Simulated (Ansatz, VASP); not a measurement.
# Al in VASP and in Ansatz

File INCAR:

```
SYSTEM = Al
PREC = Accurate
ENCUT = 520
EDIFF = 1E-7
ISMEAR = 0
SIGMA = 0.15
LREAL = .FALSE.
LASPH = .TRUE.
NELM = 60
ALGO = Normal
ISIF = 2
LWAVE = .FALSE.
LCHARG = .TRUE.
GGA = PE
IVDW = 12
LELF = .TRUE.
LVHAR = .TRUE.
NBANDS = 14
```

File KPOINTS:

```
Automatic mesh
0
G
  18 18 4
  0 0 0
```

POSCAR

```
Al
1.0
    2.7750000000      0.0000000000      0.0000000000
   -1.3875000000      2.4032204955      0.0000000000
    0.0000000000      0.0000000000     11.2371000000
Al
4
Direct
    0.0000000000      0.0000000000      0.0000000000
    0.3333333333      0.6666666667      0.2500000000
    0.0000000000      0.0000000000      0.5000000000
    0.6666666667      0.3333333333      0.7500000000
```

Input for Ansatz:

```yaml
crystal:
  lattice:
    - [2.775, 0.0, 0.0]
    - [-1.3875, 2.4032204955, 0.0]
    - [0.0, 0.0, 11.2371]
  atoms:
    - { symbol: Al, position: [0.0, 0.0, 0.0] }
    - { symbol: Al, position: [0.3333333333, 0.6666666667, 0.25] }
    - { symbol: Al, position: [0.0, 0.0, 0.5] }
    - { symbol: Al, position: [0.6666666667, 0.3333333333, 0.75] }
basis:
  ecutwfc: 420
kpoints:
  mp_grid: { grid: [18, 18, 4] }
hamiltonian:
  xc: pbe
  pseudopotentials: { kind: paw, azcp: { folder: soft_1 } }
  dispersion: d3bj
scf:
  occupations: { method: gaussian, width: 0.15 }
output:
  forces: true
  stress: true
  eigenvalues: true
```

Alike in both runs: task single point; functional PBE; dispersion D3(BJ); k mesh 18 × 18 × 4; occupations gaussian, width 0.15 eV; no spin polarisation.

|  | VASP | Ansatz |
| --- | --- | --- |
| version | VASP 6.6.1 | Ansatz 0.2.0 |
| potentials or method | VASP PAW PBE potentials, release 64 (Al), cutoff 520 eV | scalar-relativistic, plane waves, PAW |
| valence electrons in the cell | 12 | 12 |

|  | VASP | Ansatz | Ansatz less VASP |
| --- | --- | --- | --- |
| gap on the k mesh at the Fermi level (eV) | none | none | - |
| pressure (GPa) | -6.5 | -6.5 | +0.01 |
| traceless stress, the component that is largest in VASP (GPa) | -5.80 | -5.80 | -0.002 |

A gap of «none» marks a metal or a gap that the smearing closes.
